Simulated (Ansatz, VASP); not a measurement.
# Sn in VASP and in Ansatz

```
CELL_PARAMETERS angstrom
0.00000 3.23334 3.23334
3.23334 0.00000 3.23334
3.23334 3.23334 0.00000
ATOMIC_POSITIONS crystal
Sn 0.75000 0.75000 0.75000
Sn 0.50000 0.50000 0.50000
```

Alike in both runs: functional PBE; k mesh 5 × 5 × 5; occupations fermi-dirac, width 0.05 eV; non-collinear spin, spin-orbit coupling.

|  | VASP | Ansatz |
| --- | --- | --- |
| version | VASP 6.6.1 | Ansatz 0.2.0 |
| potentials or method | VASP PAW PBE potentials, release 64 (Sn_d), cutoff 520 eV | all-electron LAPW, relativistic spinors |
| task | single point | band structure |

```csv
,VASP,Ansatz,Ansatz less VASP
pressure (GPa),3.9,3.9,+0.01
net moment per atom (μB),0.00,0.00,0.000
```

Ansatz ran all-electron here, and VASP with PAW potentials.

Noted on Ansatz's run: the k mesh is thin for a metal, which can move the energy by tens of meV per atom.
